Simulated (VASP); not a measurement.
## W: single point with PBE+D3(BJ)

W, a slab with vacuum:

```
W
1.0
     6.31875    0.00000    0.00000
     0.00000    6.31875    0.00000
     0.00000    0.00000   24.42336
W
16
Direct
  0.25000 0.75000 0.32756
  0.25000 0.25000 0.32756
  0.75000 0.75000 0.32756
  0.75000 0.25000 0.32756
  0.50000 0.50000 0.39223
  0.50000 0.00000 0.39223
  0.00000 0.50000 0.39223
  0.00000 0.00000 0.39223
  0.75562 0.25480 0.45807
  0.74567 0.74549 0.45803
  0.24548 0.24549 0.45801
  0.25452 0.75570 0.45820
  0.97111 0.97081 0.52065
  0.03143 0.52992 0.51926
  0.53057 0.03152 0.51900
  0.46911 0.47021 0.51935
```

- Program: VASP 6.6.1
- Task: single point
- Functional: PBE
- Dispersion: D3(BJ)
- Potentials or basis: VASP PAW PBE potentials, release 64 (W_sv)
- Cutoff: 520 eV
- k mesh: 3 × 3 × 1
- Occupations: gaussian, width 0.1 eV
- Spin: no spin polarisation
- Dipole correction: yes
- Further INCAR settings: LREAL = Auto; ALGO = Normal; EDIFF = 1e-06; NBANDS = 126

```yaml
Largest_force: 1.813 eV/Å
Dispersion_energy_per_atom: -0.418 eV
```

Forces on the atoms (eV/Å):
```
W    0.093  0.089  1.730
W   -0.078 -0.080  1.714
W   -0.092 -0.093  1.722
W    0.086  0.096  1.719
W   -0.161 -0.146 -1.800
W    0.199  0.176 -1.784
W    0.185  0.203 -1.775
W   -0.176 -0.180 -1.757
W    0.036  0.035 -0.025
W    0.067  0.077  0.121
W   -0.066 -0.058 -0.031
W    0.039  0.019 -0.059
W   -0.128 -0.114 -0.306
W   -0.094  0.020  0.198
W   -0.008 -0.099  0.265
W    0.097  0.056  0.068
```

Levels at points of the mesh, in eV from the Fermi level:
| k point | band 109 | band 110 | band 111 | band 112 | band 113 | band 114 | band 115 | band 116 |
| --- | --- | --- | --- | --- | --- | --- | --- | --- |
| (0.00, 0.00, 0.00) | -0.33 | -0.32 | -0.26 | -0.13 | 0.25 | 0.26 | 0.57 | 0.58 |

Wall time 32 min on 1 thread of Intel(R) Xeon(R) Platinum 8488C (Sapphire Rapids), on a shared host, peak memory 1 GiB.

Caveat: spin-orbit coupling is left out, which moves the levels of the heavy elements.
